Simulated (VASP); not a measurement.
**Zr: relaxation of cell and atoms with PBE**

Crystal: Zr.

```
Zr
1.0
     0.00000    3.05412    3.05412
     3.05412    0.00000    3.05412
     3.05412    3.05412    0.00000
Zr
2
Direct
  0.87500 0.87500 0.87500
  0.12500 0.12500 0.12500
```

This isn't the form of Zr at room conditions, which is hcp.

```
Program                : VASP 6.6.1
Task                   : relaxation of cell and atoms
Functional             : PBE
Potentials or basis    : VASP PAW PBE potentials, release 64 (Zr_sv)
Cutoff                 : 600 eV
k mesh                 : 11 × 11 × 11
Occupations            : fermi-dirac, width 0.05 eV
Spin                   : no spin polarisation
Target pressure        : 1.8 GPa
Dipole correction      : no
Further INCAR settings : ALGO = Normal; EDIFF = 1e-07; IBRION = 2; EDIFFG = -0.005; NSW = 60; ISIF = 3
```

| Quantity | Value |
| --- | --- |
| Relaxed volume | 29.61 Å³/atom |
| Relaxed cell | a = 4.375 Å, b = 4.375 Å, c = 4.375 Å, α = 60.00°, β = 60.00°, γ = 60.00° |
| Space group after relaxing (to 0.1 Å) | Fd-3m (No. 227) |
| Energy change on relaxing (the run minimises the enthalpy) | -18.3 meV/atom |
| Ionic steps | 3 |
| Pressure after relaxing | 1.8 GPa |
| Band gap on the k mesh | zero (bands 12 and 13 overlap by 0.21 eV) |

Step by step:
| step | energy change (eV) | largest force (eV/Å) | pressure (GPa) | volume (Å³) |
| --- | --- | --- | --- | --- |
| 1 | 0.0000 | 0.0000 | 3.48 | 56.98 |
| 2 | -0.0394 | 0.0000 | 1.63 | 59.47 |
| 3 | -0.0367 | 0.0000 | 1.80 | 59.22 |

Final structure:
```
CELL_PARAMETERS angstrom
0.00000 3.09372 3.09372
3.09372 0.00000 3.09372
3.09372 3.09372 0.00000
ATOMIC_POSITIONS crystal
Zr 0.87500 0.87500 0.87500
Zr 0.12500 0.12500 0.12500
```

Levels at points of the mesh, in eV from the Fermi level:
| k point | band 8 | band 9 | band 10 | band 11 | band 12 | band 13 | band 14 | band 15 | band 16 |
| --- | --- | --- | --- | --- | --- | --- | --- | --- | --- |
| (0.00, 0.00, 0.00) | -26.19 | -4.13 | -0.92 | -0.92 | 0.00 | 0.00 | 0.00 | 2.20 | 2.20 |

It took 78 s on 1 thread of Intel(R) Xeon(R) 6975P-C (Granite Rapids), with other jobs on the host, peak memory 0.23 GiB.

Caveat: the cell is relaxed towards a set pressure, so the run minimises the enthalpy, not the energy.
